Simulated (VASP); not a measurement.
Set up this calculation in VASP 6.6.1, as the native input.

| Item | Value |
| --- | --- |
| Task | single point |
| Functional | PBE |
| Potentials or basis | VASP PAW PBE potentials, release 64 (Co, Si) |
| Cutoff | 520 eV |
| k mesh | 14 × 14 × 14 |
| Occupations | fermi-dirac, width 0.05 eV |
| Spin | no spin polarisation |
| Dipole correction | no |
| Further INCAR settings | ALGO = Normal; EDIFF = 1e-07; NBANDS = 14 |

The structure of CoSi (CsCl type) lies in POSCAR:

```
CoSi
1.0
    2.7799185627      0.0000000000      0.0000000000
    0.0000000000      2.7799185627      0.0000000000
    0.0000000000      0.0000000000      2.7799185627
Co Si
1 1
Direct
    0.0000000000      0.0000000000      0.0000000000
    0.5000000000      0.5000000000      0.5000000000
```

The input as run:

INCAR

```
  PREC = Accurate
  ENCUT = 520
  EDIFF = 1E-7
  ISMEAR = -1
  SIGMA = 0.05
  LREAL = F
  LASPH = T
  NELM = 60
  ALGO = Normal
  ISIF = 2
  LWAVE = F
  LCHARG = F
  GGA = PE
  NBANDS = 14
```

KPOINTS

```
Automatic mesh
0
Gamma
  14 14 14
```

Potentials or basis: VASP PAW PBE potentials, release 64 (Co, Si).

The run is started by

```console
$ cat potpaw_PBE.64/Co/POTCAR potpaw_PBE.64/Si/POTCAR > POTCAR
$ mpirun -np 1 vasp_std > vasp.out
```

Results of the run:

```
Pressure : -0.1 GPa
```

Wall time 12 s on 1 thread of Intel(R) Xeon(R) 6975P-C (Granite Rapids) (shared host), peak memory 0.16 GiB.
